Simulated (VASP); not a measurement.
O: single point with PBEsol

Crystal: O.

```
O
1.0
     2.55243    0.00000    0.00000
    -1.27622    2.21047    0.00000
     0.00000    0.00000    6.55301
O
4
Direct
  0.33333 0.66667 0.16100
  0.66667 0.33333 0.66100
  0.33333 0.66667 0.33900
  0.66667 0.33333 0.83900
```

This cell differs from its parent crystal: volume scaled by 0.99.

| Quantity | Value |
| --- | --- |
| Program | VASP 6.6.1 |
| Task | single point |
| Functional | PBEsol |
| Potentials or basis | VASP PAW PBE potentials, release 64 (O) |
| Cutoff | 520 eV |
| k mesh | 13 × 13 × 5 |
| Occupations | fermi-dirac, width 0.03 eV |
| Spin | no spin polarisation |
| Dipole correction | no |
| Further INCAR settings | ALGO = Normal; EDIFF = 1e-07; NBANDS = 20 |

The pressure is 18.9 GPa, the largest force is 5.041 eV/Å and the band gap on the k mesh is zero (band 12 reaches 3.59 eV, above the bottom of band 13 at 1.58 eV).

Forces on the atoms (eV/Å):
```
O    0.000  0.000 -5.041
O    0.000  0.000 -5.041
O    0.000  0.000  5.041
O    0.000  0.000  5.041
```

Stress tensor (GPa, compression positive):
```
-5.23  0.00  0.00
 0.00 -5.23  0.00
 0.00  0.00 67.14
```

Levels at points of the mesh, in eV from the Fermi level:
| k point | band 9 | band 10 | band 11 | band 12 | band 13 | band 14 | band 15 | band 16 |
| --- | --- | --- | --- | --- | --- | --- | --- | --- |
| (0.00, 0.00, 0.00) | -6.23 | -6.23 | 1.05 | 1.05 | 1.34 | 1.34 | 8.48 | 9.87 |

Wall time 21 s on 1 thread of Intel(R) Xeon(R) Platinum 8559C (Emerald Rapids), with other jobs on the host, peak memory 0.15 GiB.

Caveat: the standard files for N, O and F lose accuracy on very short bonds; spin is off for a triplet molecule; the PAW data sets were made with another functional, which shifts forces and pressure a little.
